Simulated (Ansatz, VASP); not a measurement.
**Two plane-wave programs on SnO2**

```
Sn O
1.0
     4.65768    0.00000    0.00000
     0.00000    4.65768    0.00000
     0.00000    0.00000    3.13248
Sn O
2 4
Cartesian
  0.0000 0.0000 0.0000
  2.3288 2.3288 1.5662
  1.4304 1.4304 0.0000
  0.8985 3.7592 1.5662
  3.2273 3.2273 0.0000
  3.7592 0.8985 1.5662
```

Alike in both runs: task single point; functional PBE; k mesh 4 × 4 × 6; no spin polarisation.

|  | VASP | Ansatz |
| --- | --- | --- |
| version | VASP 6.6.1 | Ansatz 0.2.0 |
| potentials or method | VASP PAW PBE potentials, release 64 (Sn_d, O), cutoff 520 eV | plane waves, PAW |
| occupations | gaussian, width 0.01 eV | fixed |
| valence electrons in the cell | 52 | 52 |

```tsv
	VASP	Ansatz	Ansatz less VASP
pressure (GPa)	25.4	24.5	-0.85
traceless stress, the component that is largest in VASP (GPa)	4.93	4.65	-0.285
```
